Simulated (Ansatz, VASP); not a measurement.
# Two plane-wave programs on HfO2

```xyz
3
Lattice="0.0000 2.5237 2.5237 2.5237 0.0000 2.5237 2.5237 2.5237 0.0000" Properties=species:S:1:pos:R:3 pbc="T T T"
Hf    0.0000    0.0000    0.0000
O     1.2619    1.2619    1.2619
O     3.7856    3.7856    3.7856
```

Alike in both runs: task single point; functional PBE; k mesh 8 × 8 × 8; occupations gaussian, width 0.02 eV; no spin polarisation.

|  | VASP | Ansatz |
| --- | --- | --- |
| version | VASP 6.6.1 | Ansatz 0.2.0 |
| potentials or method | VASP PAW PBE potentials, release 64 (Hf_pv, O), cutoff 600 eV | scalar-relativistic, plane waves, PAW |
| valence electrons in the cell | 22 | 38 |

VASP gave:

```
gap on the k mesh at the Fermi level (eV) : 3.84
least direct gap on the mesh (eV)         : 3.84
pressure (GPa)                            : 3.6
```

**Question.** Which values does Ansatz return?

**Answer.** gap on the k mesh at the Fermi level (eV): 3.82; least direct gap on the mesh (eV): 3.82; pressure (GPa): 7.9.

One of these differences is far larger than is usual between the two programs; its cause wasn't traced. With one functional, cell and mesh, what is left measures potentials, basis and numerics. VASP's potentials hold 22 valence electrons a cell and Ansatz's 38, so a difference there can come from the potentials and not from the codes.

Spin-orbit coupling is off throughout.
